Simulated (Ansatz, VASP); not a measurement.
**AgCl in VASP and in Ansatz**

```
Ag Cl
1.0
     0.00000    2.75932    2.78801
     2.75932    0.00000    2.78801
     2.75932    2.75932    0.00000
Ag Cl
1 1
Direct
  0.00000 0.00000 0.00000
  0.50000 0.50000 0.50000
```

Change from the starting cell: epitaxial_xy strain -0.5%.

Alike in both runs: task single point; functional PBE; k mesh 8 × 8 × 8; occupations fermi-dirac, width 0.02 eV; no spin polarisation.

|  | VASP | Ansatz |
| --- | --- | --- |
| version | VASP 6.6.1 | Ansatz 0.2.0 |
| potentials or method | VASP PAW PBE potentials, release 64 (Ag, Cl) | plane waves, PAW |
| plane-wave cutoff (eV) | 520 | 420 |
| valence electrons in the cell | 18 | 26 |

```csv
,VASP,Ansatz,Ansatz less VASP
gap on the k mesh at the Fermi level (eV),0.88,0.88,+0.003
pressure (GPa),1.7,1.9,+0.15
"traceless stress, the component that is largest in VASP (GPa)",-0.18,-0.18,-0.006
```

VASP's potentials hold 18 valence electrons a cell and Ansatz's 26, so a difference there can come from the potentials and not from the codes.
